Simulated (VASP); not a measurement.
C, 2 atoms in the cell. The structure is cubic, space group Fd-3m (No. 227). The conventional cell has a = 3.524 Å, b = 3.524 Å, c = 3.524 Å, α = 90.00°, β = 90.00°, γ = 90.00°. Within 2.0 Å of C (site symmetry -43m) lie 4 C at 1.53 Å. 

- Program: VASP 6.6.1
- Task: single point
- Functional: PBE
- Potentials or basis: VASP PAW PBE potentials, release 64 (C)
- Cutoff: 520 eV
- k mesh: 26 × 26 × 26
- Occupations: fermi-dirac, width 0.0612256 eV
- Spin: no spin polarisation
- Dipole correction: no
- Further INCAR settings: ALGO = Normal; EDIFF = 1e-06; NBANDS = 11

Potentials or basis: VASP PAW PBE potentials, release 64 (C).

Command:

```sh
$ cat potpaw_PBE.64/C/POTCAR > POTCAR
$ mpirun -np 1 vasp_std > vasp.out
```

Hardware: 1 thread of Intel(R) Xeon(R) Platinum 8488C (Sapphire Rapids), with other jobs on the host.

Question: Estimate the wall time of this run.

Answer: It took 45 s on 1 thread of Intel(R) Xeon(R) Platinum 8488C (Sapphire Rapids), with other jobs on the host, peak memory 0.15 GiB. Counts: scf iterations 11, k points 511.
